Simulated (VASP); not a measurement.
# Ge: single point with HSE06

Ge:

```
Ge
1.0
     2.69583    0.00000    0.00000
     0.00000    2.69583    0.00000
     0.00000    0.00000    2.69583
Ge
1
Direct
  0.00000 0.00000 0.00000
```

This isn't the form of Ge at room conditions, which is diamond.

```json
{
  "Program": "VASP 6.6.1",
  "Task": "single point",
  "Functional": "HSE06",
  "Potentials or basis": "VASP PAW PBE potentials, release 64 (Ge_d)",
  "Cutoff": "520 eV",
  "k mesh": "5 × 5 × 5",
  "Occupations": "fermi-dirac, width 0.05 eV",
  "Spin": "no spin polarisation"
}
```

```json
{
  "Pressure": "0.0 GPa",
  "Band gap on the k mesh": "zero (bands 7 and 8 overlap by 9.11 eV)"
}
```

Levels at points of the mesh, in eV from the Fermi level:
| k point | band 2 | band 3 | band 4 | band 5 | band 6 | band 7 | band 8 | band 9 | band 10 | band 11 |
| --- | --- | --- | --- | --- | --- | --- | --- | --- | --- | --- |
| (0.00, 0.00, 0.00) | -27.49 | -27.23 | -27.23 | -27.23 | -13.86 | 8.12 | 8.12 | 8.12 | 11.38 | 11.38 |

It took 5.3 min on 1 thread of Intel Xeon 8259CL, with other jobs on the host, peak memory 0.23 GiB.

Caveat: the k points lie up to 0.47 Å⁻¹ apart, too coarse for converged energies and pressures of a metal; the PAW data sets were made with another functional, which shifts forces and pressure a little.
